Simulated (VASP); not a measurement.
# W (P6_3/mmc) in VASP: single point with PBEsol

Aim: the single point of W with PBEsol.

Program: VASP 6.6.1. These are calculated values, not measurements. Logs are shortened: lines on timing, memory, paths and dates and some standing lists are left out, and cuts for length are marked.

## (1) The cell of the first run

The structure is hexagonal, space group P6_3/mmc (No. 194). Conventional cell: a = 2.845 Å, b = 2.845 Å, c = 4.608 Å, α = 90.00°, β = 90.00°, γ = 120.00°. W (site symmetry -6m2) has 12 W at 2.83 to 2.84 Å within 3.7 Å.

## (2) Single point, PBEsol

INCAR reads:

```
SYSTEM = W
PREC = Accurate
ENCUT = 520
EDIFF = 1E-6
ISMEAR = -1
SIGMA = 0.05
LREAL = .False.
LASPH = .True.
NELM = 80
ALGO = Normal
ISIF = 2
LWAVE = .False.
LCHARG = .False.
GGA = PS
NBANDS = 21
```

KPOINTS reads:

```
regular mesh
0
Gamma
  12 12 7
  0 0 0
```

POSCAR reads:

```
W
1.0
    2.8445100090      0.0000000000      0.0000000000
   -1.4222550045      2.4634179291      0.0000000000
    0.0000000000      0.0000000000      4.6081062146
W
2
Direct
    0.3333333333      0.6666666667      0.2500000000
    0.6666666667      0.3333333333      0.7500000000
```

Potentials or basis: VASP PAW PBE potentials, release 64 (W_sv).

Command:

```bash
cat potpaw_PBE.64/W_sv/POTCAR > POTCAR
mpirun -np 1 vasp_std > vasp.out
```

OUTCAR:

```text
SYSTEM = W
   PREC = Accurate
   ENCUT = 520
   EDIFF = 1E-6
   ISMEAR = -1
   LREAL = .False.
   LASPH = .True.
   NELM = 80
   ISIF = 2
   GGA = PS

 ion  position               nearest neighbor table
   1  0.333  0.667  0.250-   2 2.83   2 2.83   2 2.83   2 2.83   2 2.83   2 2.83
   2  0.667  0.333  0.750-   1 2.83   1 2.83   1 2.83   1 2.83   1 2.83   1 2.83

  LATTYP: Found a hexagonal cell.
 ALAT       =     2.8445100090
 C/A-ratio  =     1.6200000000

  Lattice vectors:

 A1 = (   2.8445100090,   0.0000000000,   0.0000000000)
 A2 = (  -1.4222550045,   2.4634179291,   0.0000000000)
 A3 = (   0.0000000000,   0.0000000000,   4.6081062146)

Analysis of symmetry for initial positions (statically):
=====================================================================
 Subroutine PRICEL returns:
 Original cell was already a primitive cell.

 Routine SETGRP: Setting up the symmetry group for a
 hexagonal supercell.

 Subroutine GETGRP returns: Found 24 space group operations
 (whereof 12 operations were pure point group operations)
 out of a pool of 24 trial point group operations.

The static configuration has the point symmetry D_3d.
 The point group associated with its full space group is D_6h.

Analysis of symmetry for dynamics (positions and initial velocities):
=====================================================================
 Subroutine PRICEL returns:
 Original cell was already a primitive cell.

 Routine SETGRP: Setting up the symmetry group for a
 hexagonal supercell.

 Subroutine GETGRP returns: Found 24 space group operations
 (whereof 12 operations were pure point group operations)
 out of a pool of 24 trial point group operations.

The dynamic configuration has the point symmetry D_3d.
 The point group associated with its full space group is D_6h.

 Subroutine INISYM returns: Found 24 space group operations
 (whereof 12 operations are pure point group operations),
 and found     1 'primitive' translations

----------------------------------------------------------------------------------------

                                     Primitive cell

  volume of cell :      32.2900

  direct lattice vectors                    reciprocal lattice vectors
     2.844510009  0.000000000  0.000000000     0.351554397  0.202970026  0.000000000
    -1.422255004  2.463417929  0.000000000     0.000000000  0.405940051  0.000000000
     0.000000000  0.000000000  4.608106215     0.000000000  0.000000000  0.217008887

  length of vectors
     2.844510009  2.844510009  4.608106215     0.405940051  0.405940051  0.217008887

[... 74 lines left out ...]
   ISPIN  =      1    spin polarized calculation?
   LNONCOLLINEAR =      F non collinear calculations
   LSORBIT =      F    spin-orbit coupling
   LASPH  =      T    aspherical Exc in radial PAW
   ENCUT  =  520.0 eV  38.22 Ry    6.18 a.u.   5.29  5.29  8.57*2*pi/ulx,y,z
   NELM   =     80;   NELMIN=  2; NELMDL= -5     # of ELM steps
   EDIFF  = 0.1E-05   stopping-criterion for ELM
   LREAL  =      F    real-space projection
   EDIFFG = 0.1E-04   stopping-criterion for IOM
   NSW    =      0    number of steps for IOM
   IBRION =     -1    ionic relax: 0-MD 1-quasi-New 2-CG
   NFREE  =      0    steps in history (QN), initial steepest desc. (CG)
   ISIF   =      2    stress and relaxation
   ISYM   =      2    0-nonsym 1-usesym 2-fastsym
   POTIM  = 0.5000    time-step for ionic-motion
   TEBEG  =    0.0;   TEEND  =   0.0 temperature during run
   PSTRESS=    0.0 pullay stress
   NELECT =      28.0000    total number of electrons
   NUPDOWN=      -1.0000    fix difference up-down
   EMIN   =  10.00;   EMAX   =-10.00  energy-range for DOS
[... 5 lines left out ...]
     AMIX     =   0.40;   BMIX     =  1.00
     AMIX_MAG =   1.60;   BMIX_MAG =  1.00
  volume/ion in A,a.u.               =      16.15       108.95
  Fermi-wavevector in a.u.,A,eV,Ry     =   1.561127  2.950102 33.158985  2.437117
  Thomas-Fermi vector in A             =   2.664238
   LORBIT       =      0    0 simple, 1 ext, 2 COOP (PROOUT), +10 PAW based schemes
   GGA     = PS    functional components
   LHFCALC =     F    Hartree Fock is set to
   AEXX    =    0.0000 exact exchange contribution
   IVDW    =     0    specifies the selected vdW correction
   LEPSILON=     F    determine dielectric tensor
   LRPA    =     F    only Hartree local field effects (RPA)
 non-spin polarized calculation
  energy-cutoff  :      520.00
  volume of cell :       32.29
 maximum number of plane-waves:       885
 NGX is ok and might be reduce to    24
   NGX = 11   NGY = 11   NGZ = 17

 number of electron      28.0000001 magnetization

 Free energy of the ion-electron system (eV)
  ---------------------------------------------------
  ext. energy  EPLUGINS =         0.00000000
  ---------------------------------------------------
  free energy    TOTEN  =       -26.44923113 eV

  energy without entropy =      -26.42296093  energy(sigma->0) =      -26.43609603

 E-fermi :  10.5710     XC(G=0): -13.6432

 val. band max:       10.5708558998   @ k =   0.2500   0.2500   0.2857
 cond. band min:      10.5739939556   @ k =   0.2500   0.2500   0.0000
 fundamental gap:      0.0031380558
 Fermi energy:        10.5710291118

 k-point     1 :       0.0000    0.0000    0.0000
  band No.  band energies     occupation
      1     -63.0165      2.00000
      2     -62.8975      2.00000
      3     -27.8390      2.00000
      4     -26.8102      2.00000
      5     -26.8102      2.00000
      6     -26.6399      2.00000
[... 565 lines left out ...]
     20      18.8707      0.00000
     21      21.0434      0.00000

 [... further k-points ...]

------------------------ aborting loop because EDIFF is reached ----------------------------------------

  FORCE on cell =-STRESS in cart. coord.  units (eV):
  Direction    XX          YY          ZZ          XY          YZ          ZX
  --------------------------------------------------------------------------------------
  -------------------------------------------------------------------------------------
  Total       -1.5121036     -1.5121036      1.2060494      0.0000000     -0.0000000     -0.0000000
  in kB      -75.0281223    -75.0281223     59.8422136      0.0000000     -0.0000000     -0.0000000
  external PRESSURE =     -30.0713437 kB  Pullay stress =       0.0000000 kB

 VOLUME and BASIS-vectors are now :
 -----------------------------------------------------------------------------
  energy-cutoff  :      520.00
  volume of cell :       32.29
      direct lattice vectors                 reciprocal lattice vectors
     2.844510009  0.000000000  0.000000000     0.351554397  0.202970026  0.000000000
    -1.422255004  2.463417929  0.000000000     0.000000000  0.405940051  0.000000000
     0.000000000  0.000000000  4.608106215     0.000000000  0.000000000  0.217008887

 POSITION                                       TOTAL-FORCE (eV/Angst)
 -----------------------------------------------------------------------------------
     -0.00000      1.64228      1.15203         0.000000      0.000000      0.000000
      1.42226      0.82114      3.45608        -0.000000     -0.000000      0.000000
 -----------------------------------------------------------------------------------
    total drift:                                0.000000     -0.000000      0.000000

  FREE ENERGIE OF THE ION-ELECTRON SYSTEM (eV)
  ---------------------------------------------------
  free  energy   TOTEN  =       -26.4492311254 eV

  energy  without entropy=      -26.4229609276  energy(sigma->0) =      -26.43609603
```

OSZICAR:

```text
N       E                     dE             d eps       ncg     rms          rms(c)
DAV:   1     0.292208952901E+03    0.29221E+03   -0.17117E+04  3192   0.157E+03
DAV:   2    -0.180210205500E+02   -0.31023E+03   -0.30318E+03  3445   0.467E+02
DAV:   3    -0.276538793691E+02   -0.96329E+01   -0.94313E+01  3702   0.827E+01
DAV:   4    -0.277477812916E+02   -0.93902E-01   -0.93736E-01  3397   0.865E+00
DAV:   5    -0.277487369879E+02   -0.95570E-03   -0.95569E-03  3627   0.892E-01    0.286E+01
DAV:   6    -0.267155832841E+02    0.10332E+01   -0.13030E+00  3527   0.106E+01    0.113E+01
DAV:   7    -0.264588086743E+02    0.25677E+00   -0.65636E-01  3593   0.678E+00    0.594E-01
DAV:   8    -0.264494392685E+02    0.93694E-02   -0.11291E-02  3282   0.111E+00    0.113E-01
DAV:   9    -0.264492207869E+02    0.21848E-03   -0.36797E-04  3927   0.154E-01    0.461E-02
DAV:  10    -0.264492306600E+02   -0.98731E-05   -0.11228E-05  3433   0.320E-02    0.194E-02
DAV:  11    -0.264492311254E+02   -0.46537E-06   -0.16929E-06  2706   0.878E-03
   1 F= -.26449231E+02 E0= -.26436096E+02  d E =-.262702E-01
```

Wall time 18 s (1 thread of Intel Xeon 6975P-C (Granite Rapids), shared host); peak memory 0.18 GiB.

Results:

| Item | Value |
| --- | --- |
| Free energy | -26.4492 eV |
| Pressure | -3.0 GPa |
| Band gap on the k mesh | zero (band 14 reaches 11.40 eV, above the bottom of band 15 at 10.02 eV) |

Caveat: the PAW data sets were made with another functional, which shifts forces and pressure a little; spin-orbit coupling is left out, which moves the levels of the heavy elements.
